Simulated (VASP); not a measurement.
A run of VASP 6.6.1:

INCAR

```
  PREC = Accurate
  ENCUT = 520
  EDIFF = 1E-7
  ISMEAR = 0
  SIGMA = 0.15
  LREAL = F
  LASPH = T
  NELM = 80
  ALGO = Normal
  ISIF = 2
  LWAVE = F
  LCHARG = F
  GGA = PS
  NBANDS = 16
```

Contents of KPOINTS:

```
regular mesh
0
Gamma
  18 18 18
```

Contents of POSCAR:

```
AgO
1.0
    0.0000000000      2.2274000000      2.4080000000
    2.2274000000      0.0000000000      2.4080000000
    2.2274000000      2.2274000000      0.0000000000
Ag O
1 1
Direct
    0.0000000000      0.0000000000      0.0000000000
    0.7500000000      0.7500000000      0.7500000000
```

Potentials or basis: VASP PAW PBE potentials, release 64 (Ag, O).

Launch:

```bash
$ cat potpaw_PBE.64/Ag/POTCAR potpaw_PBE.64/O/POTCAR > POTCAR
$ mpirun -np 1 vasp_std > vasp.out
```

Hardware: 1 thread of Intel(R) Xeon(R) 6975P-C (Granite Rapids), on a shared host.

Q: How long does it take, and how much memory?

A: Wall time 49 s on 1 thread of Intel(R) Xeon(R) 6975P-C (Granite Rapids), with other jobs on the host, peak memory 0.28 GiB. Counts: scf iterations 14, k points 480.
